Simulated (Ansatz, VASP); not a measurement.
## One calculation of MnO, two programs

File POSCAR:

```
MnO
1.0
    0.0017970000      2.2849190000      2.2851720000
    2.2858160000      0.0000390000      2.2869300000
    2.2846570000      2.2855170000      0.0011980000
Mn O
1 1
Direct
    0.9889210000      0.0261640000      0.9817920000
    0.5056560000      0.4402120000      0.5618470000
```

INCAR.step1

```
ALGO = Normal
EDIFF = 1E-4
ENCUT = 520
GGA = PE
GGA_COMPAT = F
ISMEAR = -1
LASPH = T
LCHARG = F
LMAXMIX = 4
LREAL = F
LSORBIT = T
LWAVE = T
MAGMOM = 3.181 3.183 0.002 0 0 0
NBANDS = 31
NELM = 150
PREC = Accurate
SIGMA = 0.1
```

File INCAR.step2:

```
ALGO = Normal
EDIFF = 1E-6
ENCUT = 520
GGA_COMPAT = F
ISIF = 2
ISMEAR = -1
ISTART = 1
LASPH = T
LCHARG = F
LMAXMIX = 4
LMIXTAU = T
LORBIT = 11
LORBMOM = T
LREAL = F
LSORBIT = T
LWAVE = F
MAGMOM = 3.181 3.183 0.002 0 0 0
METAGGA = R2SCAN
NBANDS = 31
NELM = 150
PREC = Accurate
SIGMA = 0.1
```

The input KPOINTS:

```
k-points
0
Gamma
  7 7 7
```

Input for Ansatz:

```yaml
crystal:
  lattice:
    - [0.001797, 2.284919, 2.285172]
    - [2.285816, 3.9e-05, 2.28693]
    - [2.284657, 2.285517, 0.001198]
  atoms:
    - { symbol: Mn, position: [0.988921, 0.026164, 0.981792], spin: 4.5, spin_axis: [0.70697, 0.70724, 0.00037] }
    - { symbol: O, position: [0.505656, 0.440212, 0.561847] }
kpoints:
  mp_grid: { grid: [7, 7, 7], shift: [0.0, 0.0, 0.0] }
magnetization:
  noncollinear: true
  spin_orbit: true
scf:
  occupations: { method: fermi_dirac }
  lower_state_search: "off"
  max_iter: 200
hamiltonian:
  pseudopotentials: { kind: paw_fr }
  xc: r2scan
basis:
  ecutwfc: 500
  fft_grid_basis: typed
output:
  forces: true
  stress: true
  eigenvalues: true
  bader: true
  populations: true
  elf: true
  write_potential: true
  volumetric_format: npy
  dos:
    e_range: [-12, 8]
    de: 0.05
    projected: { site_lists: { Mn: [Mn], O: [O] } }
    method: { smearing: { sigma: 0.1, scheme: gaussian } }
checkpoint:
  read: saved_state
```

Alike in both runs: task single point; functional r2SCAN; k mesh 7 × 7 × 7; non-collinear spin, spin-orbit coupling.

|  | VASP | Ansatz |
| --- | --- | --- |
| version | VASP 6.6.1 | Ansatz 0.2.0 |
| potentials or method | VASP PAW PBE potentials, release 64 (Mn_pv, O), cutoff 520 eV | PAW plane waves |
| occupations | fermi-dirac, width 0.1 eV | fermi-dirac |
| valence electrons in the cell | 19 | 21 |

|  | VASP | Ansatz | Ansatz less VASP |
| --- | --- | --- | --- |
| pressure (GPa) | -7.0 | -7.3 | -0.29 |
| traceless stress, the component that is largest in VASP (GPa) | 3.76 | 3.58 | -0.173 |
| rms of the force components (eV/Å) | 0.347 | 0.314 | -0.0334 |
| net moment per atom (μB) | 2.50 | 2.50 | 0.000 |

VASP's potentials were made for PBE, not for r2SCAN. Atom by atom the forces differ by 0.033 eV/Å (rms over components). VASP's potentials hold 19 valence electrons a cell and Ansatz's 21, so a difference there can come from the potentials and not from the codes.
